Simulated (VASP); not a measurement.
Write the native input for VASP 6.6.1 that does the following.

| Quantity | Value |
| --- | --- |
| Task | single point |
| Functional | r2SCAN |
| Dispersion | D3(BJ) |
| Potentials or basis | VASP PAW PBE potentials, release 64 (F, H) |
| Cutoff | 520 eV |
| k mesh | 1 × 1 × 1 |
| Occupations | fermi-dirac, width 0.02 eV |
| Spin | no spin polarisation |
| Dipole correction | no |
| Further INCAR settings | LREAL = Auto; ALGO = Normal; EDIFF = 1e-06; NBANDS = 46 |

The system is HF.

```xyz
16
Lattice="6.6884 0.0000 0.0000 0.0000 6.6884 0.0000 0.0000 0.0000 6.6884" Properties=species:S:1:pos:R:3 pbc="T T T"
F     1.0046    1.3020    4.7827
F     5.2565    0.8231    6.0065
F     0.0019    4.8205    2.3023
F     5.3351    4.4484    4.3664
F     0.6303    6.4849    7.1368
F     3.3960    2.0316    3.7335
F     3.4098    5.9228    4.9116
F     4.8362    1.9253    1.6628
H     1.8230    1.3786    4.3635
H     4.4956    0.4837    5.5106
H     0.0515    5.4578    1.6382
H     5.8012    4.5830    3.5545
H     0.8854    6.8500    6.3192
H     3.9966    2.0003    3.0150
H     4.0174    5.1905    4.6357
H     4.9474    1.6359    0.7700
```

These files were run (other wordings do the same):

POSCAR

```
HF
1.0
    6.6883740000      0.0000000000      0.0000000000
    0.0000000000      6.6883740000      0.0000000000
    0.0000000000      0.0000000000      6.6883740000
F H
8 8
Direct
    0.1502009307      0.1946661476      0.7150766390
    0.7859159790      0.1230642904      0.8980508566
    0.0002840750      0.7207282368      0.3442241717
    0.7976677142      0.6650943862      0.6528343062
    0.0942381512      0.9695779572      1.0670455928
    0.5077467259      0.3037509565      0.5582074208
    0.5098100076      0.8855366043      0.7343488866
    0.7230755936      0.2878577065      0.2486104994
    0.2725625092      0.2061188564      0.6524007180
    0.6721514078      0.0723195204      0.8239072755
    0.0076999283      0.8160129801      0.2449324754
    0.8673558028      0.6852188589      0.5314445634
    0.1323789609      1.0241652156      0.9448036249
    0.5975443359      0.2990711943      0.4507822081
    0.6006542098      0.7760481097      0.6930982029
    0.7397014581      0.2445885951      0.1151251410
```

INCAR.step1

```
SYSTEM = HF
PREC = Accurate
ENCUT = 520
ISMEAR = -1
SIGMA = 0.02
LREAL = Auto
LASPH = .True.
NELM = 100
NBANDS = 46
GGA = PE
ALGO = Normal
EDIFF = 1E-4
LWAVE = .True.
LCHARG = .False.
```

INCAR.step2

```
SYSTEM = HF
PREC = Accurate
ENCUT = 520
EDIFF = 1E-6
ISMEAR = -1
SIGMA = 0.02
LREAL = Auto
LASPH = .True.
NELM = 100
ALGO = Normal
ISIF = 2
LWAVE = .False.
LCHARG = .False.
METAGGA = R2SCAN
LMIXTAU = .True.
IVDW = 12
VDW_S6 = 1.0
VDW_S8 = 0.78981345
VDW_A1 = 0.49484001
VDW_A2 = 5.73083694
NBANDS = 46
ISTART = 1
```

KPOINTS

```
regular mesh
0
Gamma
  1 1 1
  0 0 0
```

Potentials or basis: VASP PAW PBE potentials, release 64 (F, H).

Run with:

```sh
$ cat potpaw_PBE.64/F/POTCAR potpaw_PBE.64/H/POTCAR > POTCAR
$ cp INCAR.step1 INCAR
$ mpirun -np 1 vasp_gam > vasp.out
$ cp INCAR.step2 INCAR
$ mpirun -np 1 vasp_gam > vasp.out
```

Results of the run:

- Pressure: -0.5 GPa
- Largest force: 1.441 eV/Å
- Dispersion energy per atom: -0.008 eV

Caveat: the k points lie up to 0.94 Å⁻¹ apart, too coarse for converged energies, forces and pressures; the PAW data sets were made with another functional, which shifts forces and pressure a little.

It took 100 s on 1 thread of Intel(R) Xeon(R) Platinum 8259CL CPU @ 2.50GHz (Skylake/Cascade Lake), with other jobs on the host, peak memory 0.35 GiB.
